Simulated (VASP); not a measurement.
# Ni4H in VASP: single point with PBE

Aim: the single point of Ni4H with PBE.

All numbers are computed with VASP 6.6.1; they aren't measurements. Logs are shortened: lines on timing, memory, paths and dates and some standing lists are left out, and cuts for length are marked.

## (1) The cell of the first run

The cell holds a slab with vacuum, 5 atoms: a = 2.488 Å, b = 2.488 Å, c = 25.094 Å, α = 90.00°, β = 90.00°, γ = 120.00°.

## (2) Single point, PBE, collinear spin, ferromagnetic start

INCAR reads:

```
PREC     = Accurate       # precision mode
ENCUT    = 520            # plane-wave cutoff, eV
EDIFF    = 1E-6           # SCF threshold, eV
ISMEAR   = 0              # smearing method
SIGMA    = 0.1            # smearing width, eV
LREAL    = F              # projectors in reciprocal space
LASPH    = T              # aspherical terms in the spheres
NELM     = 150            # most SCF steps
ALGO     = Normal         # electronic algorithm
ISIF     = 2              # what is computed and relaxed
LWAVE    = F              # write WAVECAR
LCHARG   = F              # write CHGCAR
ISPIN    = 2              # spin polarisation
MAGMOM   = 0.76 0.82 0.82 0.77 1 # initial moments
LORBIT   = 11             # projections on sites
LMAXMIX  = 4              # l up to which the mixer works
LDIPOL   = T            
IDIPOL   = 3            
DIPOL    = 0.5 0.5 0.491
GGA      = PE             # functional
NBANDS   = 32             # bands
```

KPOINTS reads:

```
Automatic mesh
0
Gamma
  12 12 1
```

POSCAR reads:

```
Ni4H
1.0
    2.4879380992      0.0000000000      0.0000000000
   -1.2439690496      2.1546175970      0.0000000000
    0.0000000000      0.0000000000     25.0941788548
Ni H
4 1
Direct
    0.6666666667      0.3333333333      0.3387239745
    0.3333333333      0.6666666667      0.4196747386
    0.0000000000      0.0000000000      0.5001203733
    0.6666666667      0.3333333333      0.5824788947
    0.3333333333      0.6666666667      0.6164238649
```

Potentials or basis: VASP PAW PBE potentials, release 64 (Ni, H).

On the command line:

```sh
$ cat potpaw_PBE.64/Ni/POTCAR potpaw_PBE.64/H/POTCAR > POTCAR
$ mpirun -np 1 vasp_std > vasp.out
```

OUTCAR:

```text
PREC = Accurate
   ENCUT = 520
   EDIFF = 1E-6
   ISMEAR = 0
   LREAL = F
   LASPH = T
   NELM = 150
   ISIF = 2
   ISPIN = 2
   LORBIT = 11
   GGA = PE

 ion  position               nearest neighbor table
   1  0.667  0.333  0.339-   2 2.49   2 2.49   2 2.49
   2  0.333  0.667  0.420-   3 2.48   3 2.48   3 2.48   1 2.49   1 2.49   1 2.49
   3  0.000  0.000  0.500-   2 2.48   2 2.48   2 2.48   4 2.52   4 2.52   4 2.52
   4  0.667  0.333  0.582-   5 1.67   5 1.67   5 1.67   3 2.52   3 2.52   3 2.52
   5  0.333  0.667  0.616-   4 1.67   4 1.67   4 1.67

  LATTYP: Found a hexagonal cell.
 ALAT       =     2.4879380992
 C/A-ratio  =    10.0863356942

  Lattice vectors:

 A1 = (   2.4879380992,   0.0000000000,   0.0000000000)
 A2 = (  -1.2439690496,   2.1546175970,   0.0000000000)
 A3 = (   0.0000000000,   0.0000000000,  25.0941788548)

Analysis of symmetry for initial positions (statically):
=====================================================================
 Subroutine PRICEL returns:
 Original cell was already a primitive cell.

 Routine SETGRP: Setting up the symmetry group for a
 hexagonal supercell.

 Subroutine GETGRP returns: Found  6 space group operations
 (whereof  6 operations were pure point group operations)
 out of a pool of 24 trial point group operations.

The static configuration has the point symmetry C_3v.

Analysis of symmetry for dynamics (positions and initial velocities):
=====================================================================
 Subroutine PRICEL returns:
 Original cell was already a primitive cell.

 Routine SETGRP: Setting up the symmetry group for a
 hexagonal supercell.

 Subroutine GETGRP returns: Found  6 space group operations
 (whereof  6 operations were pure point group operations)
 out of a pool of 24 trial point group operations.

The dynamic configuration has the point symmetry C_3v.

Analysis of structural, dynamic, and magnetic symmetry:
=====================================================================
 Subroutine PRICEL returns:
 Original cell was already a primitive cell.

 Routine SETGRP: Setting up the symmetry group for a
 hexagonal supercell.

 Subroutine GETGRP returns: Found  6 space group operations
 (whereof  6 operations were pure point group operations)
 out of a pool of 24 trial point group operations.

The overall configuration has the point symmetry C_3v.

 Subroutine INISYM returns: Found  6 space group operations
 (whereof  6 operations are pure point group operations),
[... 135 lines left out ...]
 dipolmoment           0.000000      0.000000     -0.000519 electrons x Angstroem

 number of electron      40.9999995 magnetization       1.9979901

 dipolmoment           0.000000      0.000000      0.001687 electrons x Angstroem

 Free energy of the ion-electron system (eV)
  ---------------------------------------------------
  ext. energy  EPLUGINS =         0.00000000
  ---------------------------------------------------
  free energy    TOTEN  =       -24.53016232 eV

  energy without entropy =      -24.49003716  energy(sigma->0) =      -24.51009974

 E-fermi :  -0.2332     XC(G=0):  -5.1757

 val. band max:       -0.2592450957   @ k =   0.5000   0.0000   0.0000
 cond. band min:      -0.2293411142   @ k =   0.4167   0.0000   0.0000
 fundamental gap:      0.0299039815
 Fermi energy:        -0.2332143942

 spin component 1

 k-point     1 :       0.0000    0.0000    0.0000
  band No.  band energies     occupation
      1      -9.4999      1.00000
      2      -8.3656      1.00000
      3      -6.6145      1.00000
      4      -5.2240      1.00000
      5      -3.1307      1.00000
      6      -2.7097      1.00000
[... 654 lines left out ...]
     31      10.1731      0.00000
     32      10.6853      0.00000
 Fermi energy:        -0.2332143942

 spin component 2

 k-point     1 :       0.0000    0.0000    0.0000
  band No.  band energies     occupation
      1      -9.5096      1.00000
      2      -8.3923      1.00000
      3      -6.6056      1.00000
      4      -4.9625      1.00000
      5      -2.8770      1.00000
      6      -2.2579      1.00000
[... 654 lines left out ...]
     31      10.2668      0.00000
     32      10.7607      0.00000

------------------------ aborting loop because EDIFF is reached ----------------------------------------

 vacuum level on the upper side and lower side of the slab       (xc-potential included)         0.029        -0.032

  FORCE on cell =-STRESS in cart. coord.  units (eV):
  Direction    XX          YY          ZZ          XY          YZ          ZX
  --------------------------------------------------------------------------------------
  -------------------------------------------------------------------------------------
  Total       -0.5138033     -0.5138033     -0.4027531      0.0000000      0.0000000     -0.0000000
  in kB       -6.1196235     -6.1196235     -4.7969674      0.0000000      0.0000000     -0.0000000
  external PRESSURE =      -5.6787381 kB  Pullay stress =       0.0000000 kB

 VOLUME and BASIS-vectors are now :
 -----------------------------------------------------------------------------
  energy-cutoff  :      520.00
  volume of cell :      134.52
      direct lattice vectors                 reciprocal lattice vectors
     2.487938099  0.000000000  0.000000000     0.401939261  0.232059740  0.000000000
    -1.243969050  2.154617597  0.000000000     0.000000000  0.464119481  0.000000000
     0.000000000  0.000000000 25.094178855     0.000000000  0.000000000  0.039849879

 POSITION                                       TOTAL-FORCE (eV/Angst)
 -----------------------------------------------------------------------------------
      1.24397      0.71821      8.50000        -0.000000      0.000000      0.188555
     -0.00000      1.43641     10.53139        -0.000000      0.000000     -0.194283
      0.00000      0.00000     12.55011        -0.000000      0.000000      0.016893
      1.24397      0.71821     14.61683         0.000000     -0.000000     -0.015187
     -0.00000      1.43641     15.46865        -0.000000      0.000000      0.004023
 -----------------------------------------------------------------------------------
    total drift:                               -0.000001      0.000001      0.000451

  FREE ENERGIE OF THE ION-ELECTRON SYSTEM (eV)
  ---------------------------------------------------
  free  energy   TOTEN  =       -24.5301623218 eV

  energy  without entropy=      -24.4900371646  energy(sigma->0) =      -24.51009974

 vacuum level on the upper side and lower side of the slab         4.973         4.799

 total charge

# of ion       s       p       d       tot
------------------------------------------
    1        0.487   0.381   8.304   9.172
    2        0.494   0.498   8.310   9.303
    3        0.493   0.486   8.320   9.299
    4        0.481   0.566   8.393   9.441
    5        0.531   0.026   0.000   0.557
--------------------------------------------------
tot          2.487   1.957  33.327  37.772

 magnetization (x)

# of ion       s       p       d       tot
------------------------------------------
    1       -0.006  -0.024   0.712   0.683
    2       -0.006  -0.024   0.711   0.680
    3       -0.006  -0.019   0.623   0.598
    4       -0.001  -0.005   0.089   0.083
    5       -0.002   0.000   0.000  -0.002
--------------------------------------------------
tot         -0.021  -0.072   2.136   2.042
```

OSZICAR:

```text
N       E                     dE             d eps       ncg     rms          rms(c)
DAV:   1     0.280953074190E+03    0.28095E+03   -0.17925E+04  2432   0.133E+03
DAV:   2    -0.775979848904E+01   -0.28871E+03   -0.27356E+03  2504   0.296E+02
DAV:   3    -0.266779857271E+02   -0.18918E+02   -0.18520E+02  2880   0.105E+02
[... 37 lines left out ...]
DAV:  41    -0.245301491939E+02   -0.10297E-04   -0.11138E-06  1816   0.149E-02    0.961E-03
DAV:  42    -0.245301544017E+02   -0.52078E-05   -0.20312E-06  1920   0.167E-02    0.218E-03
DAV:  43    -0.245301583535E+02   -0.39518E-05   -0.23164E-07  1752   0.583E-03    0.271E-03
DAV:  44    -0.245301615434E+02   -0.31899E-05   -0.24924E-07  1856   0.534E-03    0.158E-03
DAV:  45    -0.245301623218E+02   -0.77840E-06   -0.50498E-08  1720   0.271E-03
   1 F= -.24530162E+02 E0= -.24510100E+02  d E =-.401252E-01  mag=     1.9980
```

stdout:

```text
POSCAR found type information on POSCAR NiH
 POSCAR found :  2 types and       5 ions
 scaLAPACK will be used
 LDA part: xc-table for (Slater+PW92), standard interpolation
 POSCAR, INCAR and KPOINTS ok, starting setup
 FFT: planning ... GRIDC
 FFT: planning ... GRID_SOFT
 FFT: planning ... GRID
 WAVECAR not read
 entering main loop
```

It took 5.8 min on 1 thread of Intel Xeon 6975P-C (Granite Rapids), shared host; peak memory 0.39 GiB.

Results:

```yaml
Free_energy: -24.5302 eV
Largest_force: 0.194 eV/Å
Net_moment: 2.00 μB per cell
Site_moments: Ni +0.68, +0.60, +0.08 (each value once); H -0.00 μB
Valence_electrons_inside_the_program's_atomic_spheres: Ni 9.17, 9.30, 9.44 (each value once); H 0.56
```

Forces on the atoms (eV/Å):
```
Ni   0.000  0.000  0.189
Ni   0.000  0.000 -0.194
Ni   0.000  0.000  0.017
Ni   0.000  0.000 -0.015
H    0.000  0.000  0.004
```
